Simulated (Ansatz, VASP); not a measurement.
# One calculation of Nb, two programs

Contents of POSCAR:

```
Nb
1.0
    0.0000000000      2.0570253700      2.0570253700
    2.0570253700      0.0000000000      2.0570253700
    2.0570253700      2.0570253700      0.0000000000
Nb
1
Direct
    0.0000000000      0.0000000000      0.0000000000
```

Contents of INCAR.step1:

```
PREC = Accurate
ENCUT = 440
EDIFF = 1E-5
ISMEAR = 0
SIGMA = 0.15
LREAL = F
LASPH = T
NELM = 120
ALGO = Normal
ISIF = 2
LWAVE = T
LCHARG = F
NBANDS = 12
GGA = PE
GGA_COMPAT = F
```

The input INCAR.step2:

```
PREC = Accurate
ENCUT = 440
EDIFF = 1E-6
ISMEAR = 0
SIGMA = 0.15
LREAL = F
LASPH = T
NELM = 120
ALGO = Normal
ISIF = 2
LWAVE = F
LCHARG = F
METAGGA = R2SCAN
LHFCALC = T
AEXX = 0.5
LMIXTAU = T
PRECFOCK = Normal
NBANDS = 12
ISTART = 1
GGA_COMPAT = F
```

The input KPOINTS:

```
Automatic mesh
0
Gamma
  8 8 8
```

File input.yaml:

```yaml
crystal:
  lattice: { a: 4.11405074, b: 4.11405074, c: 4.11405074, alpha: 90.0, beta: 90.0, gamma: 90.0 }
  space_group: 225
  reduce_to_primitive: true
  atoms:
    - { symbol: Nb, wyckoff: "4a", position: [0.0, 0.0, 0.0] }
hamiltonian:
  xc: r2scan50
  pseudopotentials: { kind: paw, level: accurate }
kpoints:
  mp_grid: { grid: [8, 8, 8] }
scf:
  occupations: { method: gaussian, width: 0.15 }
output:
  forces: true
  stress: true
  eigenvalues: true
  bader: true
  populations: true
```

Change from the starting cell: volume scaled by 0.92.

Alike in both runs: functional r2SCAN50; k mesh 8 × 8 × 8; occupations gaussian, width 0.15 eV; no spin polarisation.

```csv
,VASP,Ansatz
version,VASP 6.6.1,Ansatz 0.2.0
potentials or method,"VASP PAW PBE potentials, release 64 (Nb_sv)",Ansatz PAW earlier set
plane-wave cutoff (eV),440,770
valence electrons in the cell,13,13
task,single point,atomic charges
```

```csv
,VASP,Ansatz,Ansatz less VASP
gap on the k mesh at the Fermi level (eV),none,none,-
pressure (GPa),11.1,12.1,+1.07
```

VASP's potentials were made for PBE, not for r2SCAN50. A gap of «none» marks a metal or a gap that the smearing closes.
